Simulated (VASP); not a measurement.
# Mg in VASP: notebook

The runs below take Mg through single point, with LDA, r2SCANh.

All numbers are computed with VASP 6.6.1; they aren't measurements. Logs are shortened: lines on timing, memory, paths and dates and some standing lists are left out, and cuts for length are marked.

### 1 The cell of the first run

The typed cell holds 1 atom: a = 3.076 Å, b = 3.092 Å, c = 3.049 Å, α = 111.07°, β = 106.96°, γ = 110.45°.

### 2 Single point, LDA (the cell strained at random)

INCAR reads:

```
SYSTEM = Mg
  PREC = Accurate
  ENCUT = 520
  EDIFF = 1E-7
  ISMEAR = 1
  SIGMA = 0.05
  LREAL = .FALSE.
  LASPH = .TRUE.
  NELM = 100
  ALGO = Fast
  ISIF = 2
  LWAVE = .FALSE.
  LCHARG = .FALSE.
  NBANDS = 7
```

KPOINTS reads:

```
regular mesh
0
G
  8 8 8
  0 0 0
```

POSCAR reads:

```
Mg
1.0
   -1.7401810000      1.8342120000      1.7520540000
    1.7563620000     -1.8321280000      1.7661500000
    1.7191250000      1.8110710000     -1.7499700000
Mg
1
Direct
    0.0000000000      0.0000000000      0.0000000000
```

Potentials or basis: VASP PAW LDA potentials, release 64 (Mg).

Command:

```bash
cat potpaw_LDA.64/Mg/POTCAR > POTCAR
mpirun -np 1 vasp_std > vasp.out
```

OUTCAR:

```text
SYSTEM = Mg
   PREC = Accurate
   ENCUT = 520
   EDIFF = 1E-7
   ISMEAR = 1
   LREAL = .FALSE.
   LASPH = .TRUE.
   NELM = 100
   ISIF = 2

 ion  position               nearest neighbor table
   1  0.000  0.000  0.000-

  LATTYP: Found a triclinic cell.
 ALAT       =     3.0700927423
 B/A-ratio  =     1.1459724908
 C/A-ratio  =     1.1320793025
 COS(alpha) =     0.0092507260
 COS(beta)  =     0.5643158443
 COS(gamma) =     0.5788978104

  Lattice vectors:

 A1 = (   1.7353060000,   1.8131550000,   1.7682340000)
 A2 = (   0.0161810000,   0.0020840000,   3.5182040000)
 A3 = (   3.4754870000,  -0.0210570000,   0.0161800000)

Analysis of symmetry for initial positions (statically):
=====================================================================
 Subroutine PRICEL returns:
 Original cell was already a primitive cell.

 Routine SETGRP: Setting up the symmetry group for a
 triclinic supercell.

 Subroutine GETGRP returns: Found  2 space group operations
 (whereof  2 operations were pure point group operations)
 out of a pool of  2 trial point group operations.

The static configuration has the point symmetry S_2 .

Analysis of symmetry for dynamics (positions and initial velocities):
=====================================================================
 Subroutine PRICEL returns:
 Original cell was already a primitive cell.

 Routine SETGRP: Setting up the symmetry group for a
 triclinic supercell.

 Subroutine GETGRP returns: Found  2 space group operations
 (whereof  2 operations were pure point group operations)
 out of a pool of  2 trial point group operations.

The dynamic configuration has the point symmetry S_2 .

 Subroutine INISYM returns: Found  2 space group operations
 (whereof  2 operations are pure point group operations),
 and found     1 'primitive' translations

----------------------------------------------------------------------------------------

                                     Primitive cell

  volume of cell :      22.2850

  direct lattice vectors                    reciprocal lattice vectors
[... 74 lines left out ...]
   NGXF,Y,Z  is equivalent  to a cutoff of  25.94, 25.81, 26.17 a.u.
 SYSTEM =  Mg
   PREC   = accura    normal or accurate (medium, high low for compatibility)
   ISTART =      0    job   : 0-new  1-cont  2-samecut
   ICHARG =      2    charge: 1-file 2-atom 10-const
   ISPIN  =      1    spin polarized calculation?
   LNONCOLLINEAR =      F non collinear calculations
   LSORBIT =      F    spin-orbit coupling
   LASPH  =      T    aspherical Exc in radial PAW
   ENCUT  =  520.0 eV  38.22 Ry    6.18 a.u.   5.72  5.75  5.67*2*pi/ulx,y,z
   NELM   =    100;   NELMIN=  2; NELMDL= -5     # of ELM steps
   EDIFF  = 0.1E-06   stopping-criterion for ELM
   LREAL  =      F    real-space projection
   EDIFFG = 0.1E-05   stopping-criterion for IOM
   NSW    =      0    number of steps for IOM
   IBRION =     -1    ionic relax: 0-MD 1-quasi-New 2-CG
   NFREE  =      0    steps in history (QN), initial steepest desc. (CG)
   ISIF   =      2    stress and relaxation
   ISYM   =      2    0-nonsym 1-usesym 2-fastsym
   POTIM  = 0.5000    time-step for ionic-motion
   TEBEG  =    0.0;   TEEND  =   0.0 temperature during run
   PSTRESS=    0.0 pullay stress
   NELECT =       2.0000    total number of electrons
   NUPDOWN=      -1.0000    fix difference up-down
   EMIN   =  10.00;   EMAX   =-10.00  energy-range for DOS
   EFERMI =   0.00;   METHOD = LEGACY
   ISMEAR =     1;   SIGMA  =   0.05  broadening in eV -4-tet -1-fermi 0-gaus
   EFERMI_NEDOS =   21; number of points for ismear=-14 and -15
   IALGO  =     68    algorithm
   IMIX   =      4    mixing-type and parameters
     AMIX     =   0.40;   BMIX     =  1.00
     AMIX_MAG =   1.60;   BMIX_MAG =  1.00
  volume/ion in A,a.u.               =      22.29       150.39
  Fermi-wavevector in a.u.,A,eV,Ry     =   0.732960  1.385094  7.309467  0.537231
  Thomas-Fermi vector in A             =   1.825552
   LORBIT       =      0    0 simple, 1 ext, 2 COOP (PROOUT), +10 PAW based schemes
   GGA     = CA    functional components
   LHFCALC =     F    Hartree Fock is set to
   AEXX    =    0.0000 exact exchange contribution
   IVDW    =     0    specifies the selected vdW correction
   LEPSILON=     F    determine dielectric tensor
   LRPA    =     F    only Hartree local field effects (RPA)
 non-spin polarized calculation
 RMM-DIIS sequential band-by-band and
 Methfessel and Paxton  Order N= 1 SIGMA  =   0.05
  energy-cutoff  :      520.00
  volume of cell :       22.29
 maximum number of plane-waves:       612
   NGX = 11   NGY = 11   NGZ = 11

 number of electron       2.0000000 magnetization

 Free energy of the ion-electron system (eV)
  ---------------------------------------------------
  ext. energy  EPLUGINS =         0.00000000
  ---------------------------------------------------
  free energy    TOTEN  =        -1.76994295 eV

  energy without entropy =       -1.76963003  energy(sigma->0) =       -1.76983865

 E-fermi :   2.6322     XC(G=0):  -8.7799

 val. band max:        2.6261247760   @ k =   0.3750   0.2500   0.0000
 cond. band min:       2.6350589678   @ k =  -0.2500   0.5000   0.2500
 fundamental gap:      0.0089341918
 Fermi energy:         2.6322075737

 k-point     1 :       0.0000    0.0000    0.0000
  band No.  band energies     occupation
      1      -4.4201      2.00000
      2      15.3785      0.00000
      3      15.6308      0.00000
      4      16.3200      0.00000
      5      17.4316      0.00000
      6      17.5310      0.00000
      7      17.7525      0.00000
[... 221 lines left out ...]
 k-point    24 :       0.2500    0.3750    0.0000
  band No.  band energies     occupation
      1       2.2140      2.00000
      2       2.8325     -0.00000
      3       5.1068      0.00000
      4      11.0726      0.00000
      5      15.7464      0.00000
      6      19.1960      0.00000
      7      19.6156      0.00000

 [... further k-points ...]
[... 5 lines left out ...]
  --------------------------------------------------------------------------------------
  -------------------------------------------------------------------------------------
  Total       -0.3487142     -0.1662721     -0.1393203      0.0672262      0.0112401     -0.0058440
  in kB      -25.0707268    -11.9540968    -10.0164008      4.8332089      0.8081075     -0.4201512
  external PRESSURE =     -15.6804081 kB  Pullay stress =       0.0000000 kB

 VOLUME and BASIS-vectors are now :
 -----------------------------------------------------------------------------
  energy-cutoff  :      520.00
  volume of cell :       22.29
      direct lattice vectors                 reciprocal lattice vectors
    -1.740181000  1.834212000  1.752054000     0.000338612  0.274166676  0.284071975
     1.756362000 -1.832128000  1.766150000     0.286421392  0.001492693  0.282917734
     1.719125000  1.811071000 -1.749970000     0.289408623  0.275999669 -0.001494542

 POSITION                                       TOTAL-FORCE (eV/Angst)
 -----------------------------------------------------------------------------------
      0.00000      0.00000      0.00000        -0.000000      0.000000      0.000000
 -----------------------------------------------------------------------------------
    total drift:                                0.000000     -0.000000     -0.000000

  FREE ENERGIE OF THE ION-ELECTRON SYSTEM (eV)
  ---------------------------------------------------
  free  energy   TOTEN  =        -1.7699429517 eV

  energy  without entropy=       -1.7696300349  energy(sigma->0) =       -1.76983865
```

OSZICAR:

```text
N       E                     dE             d eps       ncg     rms          rms(c)
DAV:   1    -0.116443040972E+01   -0.11644E+01   -0.81206E+02  3878   0.195E+02
DAV:   2    -0.177958454228E+01   -0.61515E+00   -0.60349E+00  4802   0.110E+01
DAV:   3    -0.178200299091E+01   -0.24184E-02   -0.24139E-02  4697   0.735E-01
DAV:   4    -0.178200654541E+01   -0.35545E-05   -0.35545E-05  5117   0.213E-02
DAV:   5    -0.178200655462E+01   -0.92116E-08   -0.93545E-08  4634   0.640E-04    0.670E-01
RMM:   6    -0.177524706475E+01    0.67595E-02   -0.30358E-04  3644   0.958E-02    0.425E-01
RMM:   7    -0.176993969168E+01    0.53074E-02   -0.11756E-03  3698   0.188E-01    0.222E-02
RMM:   8    -0.176994315931E+01   -0.34676E-05   -0.53150E-05  3841   0.396E-02    0.542E-03
RMM:   9    -0.176994291994E+01    0.23938E-06   -0.28632E-06  4026   0.100E-02    0.404E-04
RMM:  10    -0.176994295172E+01   -0.31780E-07   -0.29910E-07  4127   0.290E-03
   1 F= -.17699430E+01 E0= -.17698386E+01  d E =-.312917E-03
```

stdout:

```text
POSCAR found type information on POSCAR Mg
 POSCAR found :  1 types and       1 ions
 scaLAPACK will be used
 LDA part: xc-table for (Slater(with rela. corr.)+CA(PZ))
 , standard interpolation
 POSCAR, INCAR and KPOINTS ok, starting setup
 FFT: planning ... GRIDC
 FFT: planning ... GRID_SOFT
 FFT: planning ... GRID
 WAVECAR not read
 entering main loop
```

It took 24 s on 1 thread of Intel Xeon Platinum 8259CL at 2.50GHz (Skylake/Cascade Lake), shared host; peak memory 0.15 GiB.

What came out:

| Quantity | Value |
| --- | --- |
| Free energy | -1.7699 eV |
| Pressure | -1.6 GPa |
| Band gap on the k mesh | zero (bands 1 and 2 overlap by 4.35 eV) |

Stress tensor (GPa, compression positive):
```
-2.51  0.48 -0.04
 0.48 -1.20  0.08
-0.04  0.08 -1.00
```

Levels at points of the mesh, in eV from the Fermi level:
```tsv
k point	band 1	band 2	band 3	band 4
(0.00, 0.00, 0.00)	-7.05	12.75	13.00	13.69
(0.50, 0.00, 0.00)	-1.58	-1.08	9.09	9.72
(0.00, 0.50, 0.00)	-1.40	-0.80	8.30	9.03
(0.50, 0.50, 0.00)	-1.57	-1.06	8.91	9.64
(0.00, 0.00, 0.50)	-1.47	-0.89	8.85	9.46
(0.50, 0.00, 0.50)	-1.32	-0.66	8.25	8.90
(0.00, 0.50, 0.50)	-1.57	-1.06	9.10	9.76
(0.50, 0.50, 0.50)	3.28	3.83	4.09	4.30
```

Caveat: the cell differs from its parent crystal (the cell strained at random).

[end of part 1 of 2]
